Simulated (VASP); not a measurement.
Input of a VASP 6.6.1 run:

The input INCAR:

```
PREC = Accurate
ENCUT = 520
EDIFF = 1E-6
ISMEAR = 0
SIGMA = 0.1
LREAL = F
LASPH = T
NELM = 100
ALGO = Normal
ISIF = 2
LWAVE = F
LCHARG = T
LDIPOL = T
IDIPOL = 3
DIPOL = 0.5 0.5 0.373
GGA = PE
IVDW = 12
LELF = T
LVHAR = T
LVACPOTAV = T
NBANDS = 16
```

Contents of KPOINTS:

```
Automatic mesh
0
Gamma
  9 9 1
```

Contents of POSCAR:

```
Si
1.0
    3.8475254748      0.0000000000      0.0000000000
   -1.9237627374      3.3320548028      0.0000000000
    0.0000000000      0.0000000000     18.4415958287
Si
4
Direct
    0.3333333333      0.6666666667      0.2695427207
    0.6666666667      0.3333333333      0.2440135898
    0.6666666667      1.3333333333      0.5011277719
    1.0000000000      1.0000000000      0.4755986410
```

Potentials or basis: VASP PAW PBE potentials, release 64 (Si).

The run is started by

```sh
$ cat potpaw_PBE.64/Si/POTCAR > POTCAR
$ mpirun -np 1 vasp_std > vasp.out
```

Q: Predict the largest force.

A: 0.137 eV/Å.

Q: Predict the dispersion energy per atom.

A: -0.249 eV.

Q: Estimate the band gap on the k mesh.

A: Zero (filled and empty bands touch).

Forces in eV/Å, atoms in the order of the input:
```
Si   0.000  0.000  0.137
Si   0.000  0.000  0.051
Si   0.000  0.000 -0.051
Si   0.000  0.000 -0.137
```

Caveat: the cell differs from its parent crystal (layers slid over each other).
